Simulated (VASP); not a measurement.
# Ru8N in VASP: single point with PBE+D3(BJ)

Aim: the single point of Ru8N with PBE+D3(BJ).

Everything below comes from runs of VASP 6.6.1. Logs are shortened: lines on timing, memory, paths and dates and some standing lists are left out, and cuts for length are marked.

**1. The cell of the first run**

The cell holds a slab with vacuum, 18 atoms: a = 5.395 Å, b = 5.395 Å, c = 25.038 Å, α = 90.00°, β = 90.00°, γ = 120.00°.

**2. Single point, PBE+D3(BJ)**

The input, INCAR:

```
SYSTEM = Ru8N
PREC = Accurate ; ENCUT = 520
EDIFF = 1E-6 ; ISMEAR = 0
SIGMA = 0.1 ; LREAL = .FALSE.
LASPH = .TRUE. ; NELM = 120
ALGO = Normal ; ISIF = 2
LWAVE = .FALSE. ; LCHARG = .FALSE.
LDIPOL = .TRUE. ; IDIPOL = 3
DIPOL = 0.5 0.5 0.319 ; GGA = PE
IVDW = 12 ; NBANDS = 132
GGA_COMPAT = .FALSE. ; NELMDL = -8
KPAR = 4
```

The input, KPOINTS:

```
Automatic mesh
0
G
  6 6 1
  0 0 0
```

The input, POSCAR:

```
Ru8N
1.0
    5.3951895594      0.0000000000      0.0000000000
   -2.6975947797      4.6723712167      0.0000000000
    0.0000000000      0.0000000000     25.0383144398
Ru N
16 2
Direct
    0.3333333333      0.1666666667      0.1597551628
    0.3333333333      0.6666666667      0.1597551628
    0.8333333333      0.1666666667      0.1597551628
    0.8333333333      0.6666666667      0.1597551628
    0.1666666667      0.3333333333      0.2449409688
    0.1666666667      0.8333333333      0.2449409688
    0.6666666667      0.3333333333      0.2449409688
    0.6666666667      0.8333333333      0.2449409688
    0.3333333333      0.1666666667      0.3299719610
    0.3333333333      0.6666666667      0.3299719610
    0.8333333333      0.1666666667      0.3299719610
    0.8333333333      0.6666666667      0.3299719610
    0.1666666667      0.3333333333      0.4128997766
    0.1666666667      0.8333333333      0.4128997766
    0.6666666667      0.3333333333      0.4128997766
    0.6666666667      0.8333333333      0.4128997766
    0.4166666667      0.5000000000      0.5566794232
    0.4166666667      0.5000000000      0.6006120930
```

Potentials or basis: VASP PAW PBE potentials, release 64 (Ru_pv, N).

Started as:

```bash
> cat potpaw_PBE.64/Ru_pv/POTCAR potpaw_PBE.64/N/POTCAR > POTCAR
> mpirun -np 4 vasp_std > vasp.out
```

OUTCAR:

```text
SYSTEM = Ru8N
   PREC = Accurate
   ENCUT = 520
   EDIFF = 1E-6
   ISMEAR = 0
   LREAL = .FALSE.
   LASPH = .TRUE.
   NELM = 120
   ISIF = 2
   GGA = PE
   IVDW = 12
   NELMDL = -8
 IVDW          = 12

 ion  position               nearest neighbor table
   1  0.333  0.167  0.160-   5 2.64   7 2.64   6 2.64   3 2.70   3 2.70   2 2.70   2 2.70   4 2.70
                             4 2.70
   2  0.333  0.667  0.160-   6 2.64   8 2.64   5 2.64   4 2.70   4 2.70   3 2.70   1 2.70   1 2.70
                             3 2.70
   3  0.833  0.167  0.160-   7 2.64   5 2.64   8 2.64   1 2.70   1 2.70   2 2.70   4 2.70   4 2.70
                             2 2.70
   4  0.833  0.667  0.160-   8 2.64   6 2.64   7 2.64   2 2.70   2 2.70   1 2.70   3 2.70   3 2.70
                             1 2.70
   5  0.167  0.333  0.245-   9 2.64  11 2.64  10 2.64   1 2.64   3 2.64   2 2.64   7 2.70   7 2.70
                             6 2.70   6 2.70   8 2.70   8 2.70
   6  0.167  0.833  0.245-  10 2.64  12 2.64   9 2.64   2 2.64   4 2.64   1 2.64   8 2.70   8 2.70
                             7 2.70   5 2.70   5 2.70   7 2.70
   7  0.667  0.333  0.245-  11 2.64   9 2.64  12 2.64   3 2.64   1 2.64   4 2.64   5 2.70   5 2.70
                             6 2.70   8 2.70   8 2.70   6 2.70
   8  0.667  0.833  0.245-  12 2.64  10 2.64  11 2.64   4 2.64   2 2.64   3 2.64   6 2.70   6 2.70
                             5 2.70   7 2.70   7 2.70   5 2.70
   9  0.333  0.167  0.330-  13 2.60  15 2.60  14 2.60   5 2.64   7 2.64   6 2.64  11 2.70  11 2.70
                            10 2.70  10 2.70  12 2.70  12 2.70
  10  0.333  0.667  0.330-  14 2.60  16 2.60  13 2.60   6 2.64   8 2.64   5 2.64  12 2.70  12 2.70
                            11 2.70   9 2.70   9 2.70  11 2.70
  11  0.833  0.167  0.330-  15 2.60  13 2.60  16 2.60   7 2.64   5 2.64   8 2.64   9 2.70   9 2.70
                            10 2.70  12 2.70  12 2.70  10 2.70
  12  0.833  0.667  0.330-  16 2.60  14 2.60  15 2.60   8 2.64   6 2.64   7 2.64  10 2.70  10 2.70
                             9 2.70  11 2.70  11 2.70   9 2.70
  13  0.167  0.333  0.413-   9 2.60  11 2.60  10 2.60  15 2.70  15 2.70  16 2.70  14 2.70  14 2.70
                            16 2.70
  14  0.167  0.833  0.413-  10 2.60  12 2.60   9 2.60  16 2.70  16 2.70  13 2.70  13 2.70  15 2.70
                            15 2.70
  15  0.667  0.333  0.413-  11 2.60   9 2.60  12 2.60  13 2.70  13 2.70  16 2.70  16 2.70  14 2.70
                            14 2.70
  16  0.667  0.833  0.413-  12 2.60  10 2.60  11 2.60  14 2.70  14 2.70  15 2.70  15 2.70  13 2.70
                            13 2.70
  17  0.417  0.500  0.557-  18 1.10
  18  0.417  0.500  0.601-  17 1.10

  LATTYP: Found a hexagonal cell.
 ALAT       =     5.3951895594
 C/A-ratio  =     4.6408590772

  Lattice vectors:

 A1 = (   5.3951895594,   0.0000000000,   0.0000000000)
 A2 = (  -2.6975947797,   4.6723712167,   0.0000000000)
 A3 = (   0.0000000000,   0.0000000000,  25.0383144398)

Analysis of symmetry for initial positions (statically):
=====================================================================
 Subroutine PRICEL returns:
 Original cell was already a primitive cell.

 Routine SETGRP: Setting up the symmetry group for a
 hexagonal supercell.

 Subroutine GETGRP returns: Found  1 space group operations
 (whereof  1 operations were pure point group operations)
 out of a pool of 24 trial point group operations.

The static configuration has the point symmetry C_1 .

Analysis of symmetry for dynamics (positions and initial velocities):
=====================================================================
 Subroutine PRICEL returns:
 Original cell was already a primitive cell.

 Routine SETGRP: Setting up the symmetry group for a
 hexagonal supercell.

 Subroutine GETGRP returns: Found  1 space group operations
 (whereof  1 operations were pure point group operations)
 out of a pool of 24 trial point group operations.

The dynamic configuration has the point symmetry C_1 .

 Subroutine INISYM returns: Found  1 space group operations
 (whereof  1 operations are pure point group operations),
 and found     1 'primitive' translations

----------------------------------------------------------------------------------------

                                     Primitive cell

  volume of cell :     631.1741

  direct lattice vectors                    reciprocal lattice vectors
     5.395189559  0.000000000  0.000000000     0.185350299  0.107012045  0.000000000
    -2.697594780  4.672371217  0.000000000     0.000000000  0.214024090  0.000000000
     0.000000000  0.000000000 25.038314440     0.000000000  0.000000000  0.039938791

  length of vectors
     5.395189559  5.395189559 25.038314440     0.214024090  0.214024090  0.039938791

  position of ions in fractional coordinates (direct lattice)
     0.333333333  0.166666667  0.159755163
     0.333333333  0.666666667  0.159755163
     0.833333333  0.166666667  0.159755163
     0.833333333  0.666666667  0.159755163
     0.166666667  0.333333333  0.244940969
     0.166666667  0.833333333  0.244940969
[... 10 lines left out ...]
     0.416666667  0.500000000  0.556679423
     0.416666667  0.500000000  0.600612093

  ion indices of the primitive-cell ions
   primitive index   ion index
                 1           1
                 2           2
                 3           3
                 4           4
                 5           5
                 6           6
[... 10 lines left out ...]
                17          17
                18          18

----------------------------------------------------------------------------------------

 KPOINTS: Automatic mesh

Automatic generation of k-mesh.
 Grid dimensions read from file:
 generate k-points for:    6    6    1

 Generating k-lattice:

  Cartesian coordinates                     Fractional coordinates (reciprocal lattice)
     0.030891717  0.017835341  0.000000000     0.166666667  0.000000000  0.000000000
     0.000000000  0.035670682  0.000000000     0.000000000  0.166666667  0.000000000
     0.000000000  0.000000000  0.039938791     0.000000000  0.000000000  1.000000000

  Length of vectors
     0.035670682  0.035670682  0.039938791

  Shift w.r.t. Gamma in fractional coordinates (k-lattice)
     0.000000000  0.000000000  0.000000000

 Subroutine IBZKPT returns following result:
 ===========================================

 Found     20 irreducible k-points:

 Following reciprocal coordinates:
            Coordinates               Weight
  0.000000  0.000000  0.000000      1.000000
  0.166667  0.000000  0.000000      2.000000
  0.000000  0.166667  0.000000      2.000000
 -0.166667  0.166667  0.000000      2.000000
  0.333333  0.000000  0.000000      2.000000
  0.000000  0.333333  0.000000      2.000000
[... 12 lines left out ...]
  0.500000 -0.166667  0.000000      2.000000
  0.333333  0.333333  0.000000      2.000000
   k-points           NKPTS =     20   k-points in BZ     NKDIM =     20   number of bands    NBANDS=    132
   number of dos      NEDOS =    301   number of ions     NIONS =     18
   total plane-waves  NPLWV = 307200
   dimension x,y,z NGX =    40 NGY =   40 NGZ =  192
   dimension x,y,z NGXF=    80 NGYF=   80 NGZF=  384
   ions per type =              16   2
   NGX,Y,Z   is equivalent  to a cutoff of  12.33, 12.33, 12.75 a.u.
   NGXF,Y,Z  is equivalent  to a cutoff of  24.65, 24.65, 25.50 a.u.
 SYSTEM =  Ru8N
   PREC   = accura    normal or accurate (medium, high low for compatibility)
   ISTART =      0    job   : 0-new  1-cont  2-samecut
   ICHARG =      2    charge: 1-file 2-atom 10-const
   ISPIN  =      1    spin polarized calculation?
   LNONCOLLINEAR =      F non collinear calculations
   LSORBIT =      F    spin-orbit coupling
   LASPH  =      T    aspherical Exc in radial PAW
   ENCUT  =  520.0 eV  38.22 Ry    6.18 a.u.  10.03 10.03 46.55*2*pi/ulx,y,z
   NELM   =    120;   NELMIN=  2; NELMDL= -8     # of ELM steps
   EDIFF  = 0.1E-05   stopping-criterion for ELM
   LREAL  =      F    real-space projection
   EDIFFG = 0.1E-04   stopping-criterion for IOM
   NSW    =      0    number of steps for IOM
   IBRION =     -1    ionic relax: 0-MD 1-quasi-New 2-CG
   NFREE  =      0    steps in history (QN), initial steepest desc. (CG)
   ISIF   =      2    stress and relaxation
   ISYM   =      2    0-nonsym 1-usesym 2-fastsym
   POTIM  = 0.5000    time-step for ionic-motion
   TEBEG  =    0.0;   TEEND  =   0.0 temperature during run
   PSTRESS=    0.0 pullay stress
   NELECT =     234.0000    total number of electrons
   NUPDOWN=      -1.0000    fix difference up-down
   EMIN   =  10.00;   EMAX   =-10.00  energy-range for DOS
   EFERMI =   0.00;   METHOD = LEGACY
   ISMEAR =     0;   SIGMA  =   0.10  broadening in eV -4-tet -1-fermi 0-gaus
   EFERMI_NEDOS =   21; number of points for ismear=-14 and -15
   IALGO  =     38    algorithm
   IMIX   =      4    mixing-type and parameters
     AMIX     =   0.40;   BMIX     =  1.00
     AMIX_MAG =   1.60;   BMIX_MAG =  1.00
  volume/ion in A,a.u.               =      35.07       236.63
  Fermi-wavevector in a.u.,A,eV,Ry     =   1.176063  2.222436 18.818531  1.383123
  Thomas-Fermi vector in A             =   2.312433
   LORBIT       =      0    0 simple, 1 ext, 2 COOP (PROOUT), +10 PAW based schemes
   GGA     = PE    functional components
   LHFCALC =     F    Hartree Fock is set to
   AEXX    =    0.0000 exact exchange contribution
   IVDW    =    12    specifies the selected vdW correction
   LEPSILON=     F    determine dielectric tensor
   LRPA    =     F    only Hartree local field effects (RPA)
 non-spin polarized calculation
 Gauss-broadening in eV      SIGMA  =   0.10
  energy-cutoff  :      520.00
  volume of cell :      631.17
 maximum number of plane-waves:     17040
   NGX = 21   NGY = 21   NGZ = 93

 dipolmoment           0.000000      0.000000      0.705022 electrons x Angstroem

 number of electron     234.0000048 magnetization

 dipolmoment           0.000000      0.000000     -0.018274 electrons x Angstroem

 Free energy of the ion-electron system (eV)
  ---------------------------------------------------
  ext. energy  EPLUGINS =         0.00000000
  ---------------------------------------------------
  free energy    TOTEN  =      -155.99783186 eV

  energy without entropy =     -155.90194462  energy(sigma->0) =     -155.94988824

 E-fermi :   1.4692     XC(G=0):  -6.1937

 val. band max:        1.4679666941   @ k =   0.5000   0.5000   0.0000
 cond. band min:       1.4926374434   @ k =   0.3333   0.0000   0.0000
 fundamental gap:      0.0246707493
 Fermi energy:         1.4691636079

 k-point     1 :       0.0000    0.0000    0.0000
  band No.  band energies     occupation
      1     -42.2276      2.00000
      2     -42.2270      2.00000
      3     -42.2256      2.00000
      4     -42.2017      2.00000
      5     -42.1544      2.00000
      6     -42.1542      2.00000
[... 121 lines left out ...]
    128       2.8914      0.00000
    129       2.8925      0.00000

 k-point     2 :       0.1667    0.0000    0.0000
  band No.  band energies     occupation
      1     -42.1991      2.00000
      2     -42.1985      2.00000
      3     -42.1835      2.00000
      4     -42.1796      2.00000
      5     -42.1302      2.00000
      6     -42.1300      2.00000
[... 2497 lines left out ...]
    128       2.3030      0.00000
    129       2.3291      0.00000
 [bands above 129 left out]

------------------------ aborting loop because EDIFF is reached ----------------------------------------

 vacuum level on the upper side and lower side of the slab       (xc-potential included)        -0.249        -0.117

 Edisp (eV)   -7.51996

 E8    (eV) :    -3.5332

  FORCE on cell =-STRESS in cart. coord.  units (eV):
  Direction    XX          YY          ZZ          XY          YZ          ZX
  --------------------------------------------------------------------------------------
  -------------------------------------------------------------------------------------
  Total     -11.95699   -11.95833    -2.05479    -0.01159    -0.01064    -0.01940
  in kB     -30.35173   -30.35512    -5.21589    -0.02942    -0.02700    -0.04926
  external pressure =      -21.97 kB  Pullay stress =        0.00 kB

 VOLUME and BASIS-vectors are now :
 -----------------------------------------------------------------------------
  energy-cutoff  :      520.00
  volume of cell :      631.17
      direct lattice vectors                 reciprocal lattice vectors
     5.395189559  0.000000000  0.000000000     0.185350299  0.107012045  0.000000000
    -2.697594780  4.672371217  0.000000000     0.000000000  0.214024090  0.000000000
     0.000000000  0.000000000 25.038314440     0.000000000  0.000000000  0.039938791

 POSITION                                       TOTAL-FORCE (eV/Angst)
 -----------------------------------------------------------------------------------
      1.34880      0.77873      4.00000         0.002402      0.002856      0.512708
     -0.00000      3.11491      4.00000         0.002401     -0.000112      0.515089
      4.04639      0.77873      4.00000        -0.002561      0.000106      0.509557
      2.69759      3.11491      4.00000        -0.002408     -0.002890      0.511417
      0.00000      1.55746      6.13291        -0.000439     -0.001419     -0.521272
     -1.34880      3.89364      6.13291        -0.001507      0.000096     -0.527362
[... 10 lines left out ...]
      0.89920      2.33619     13.93831        -0.007553     -0.004543     -2.140086
      0.89920      2.33619     15.03831         0.002278      0.001335      2.133202
 -----------------------------------------------------------------------------------
    total drift:                               -0.000007      0.000000     -0.001262

  FREE ENERGIE OF THE ION-ELECTRON SYSTEM (eV)
  ---------------------------------------------------
  free  energy   TOTEN  =      -163.5177900623 eV

  energy  without entropy=     -163.4219028275  energy(sigma->0) =     -163.46984644

 vacuum level on the upper side and lower side of the slab         6.247         6.383
```

Wall time 29 min (4 MPI ranks of Oxide Virtual Turin-like, shared host); peak memory 1.4 GiB.

Results:

* Free energy: -163.5178 eV
* Largest force: 2.140 eV/Å
* Band gap on the k mesh: zero (bands 117 and 118 overlap by 1.26 eV)
* Dispersion energy per atom: -0.418 eV

Forces in eV/Å, atoms in the order of the input:
```
Ru   0.002  0.003  0.513
Ru   0.002  0.000  0.515
Ru  -0.003  0.000  0.510
Ru  -0.002 -0.003  0.511
Ru   0.000 -0.001 -0.521
Ru  -0.002  0.000 -0.527
Ru   0.000  0.001 -0.522
Ru   0.002  0.000 -0.523
Ru   0.009 -0.006 -0.029
Ru  -0.005  0.009 -0.033
Ru  -0.007 -0.001  0.045
Ru   0.004 -0.002 -0.034
Ru  -0.012 -0.010  0.038
Ru  -0.007  0.001  0.016
Ru   0.017 -0.007  0.023
Ru   0.006  0.019  0.025
N   -0.008 -0.005 -2.140
N    0.002  0.001  2.133
```

Caveat: the standard files for N, O and F lose accuracy on very short bonds.

The gap in the log of VASP goes by the Fermi energy; the results here count the filled bands.